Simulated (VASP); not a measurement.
Runs of VASP 6.6.1 on AlGa3N4. The structure is that of space group R3m (No. 160), or close to it. The cells are those of the table. 

| cell | gap on the mesh (eV) | pressure (GPa) | largest force (eV/Å) |
| --- | --- | --- | --- |
| a = 4.375 Å, angles 86.4°, 8 atoms | 2.42 | 12.7 | 1.06 |
| a = 4.375 Å, angles 93.4°, 8 atoms | (a) | (c) | 1.80 |
| a = 4.445 Å, angles 95.0°, 8 atoms | 1.98 | 6.9 | 2.70 |
| a = 4.369 Å, angles 88.2°, 8 atoms | 2.72 | (b) | 0.63 |
| a = 4.577 Å, angles 82.7°, 8 atoms | 0.82 | -5.4 | 0.33 |

Alike in all rows: task single point; level LDA; potentials or basis VASP PAW LDA potentials, release 64 (Al, Ga_d, N_h); no spin polarisation; k mesh 6 × 6 × 6; cutoff (eV) 1330; smearing gaussian 0.05 eV.

Problem. Estimate the missing entries.

Solution. (a) 2.46; (b) 10.9; (c) 13.0.

Caveats: the cell stands under pressure (at least some runs); forces of over 1 eV/Å act on the atoms, so gaps and moduli don't describe the material at rest (at least some runs); the cell stands under tension (at least some runs).

A k mesh can miss the band edges, and the runs leave out spin-orbit coupling on Ga.
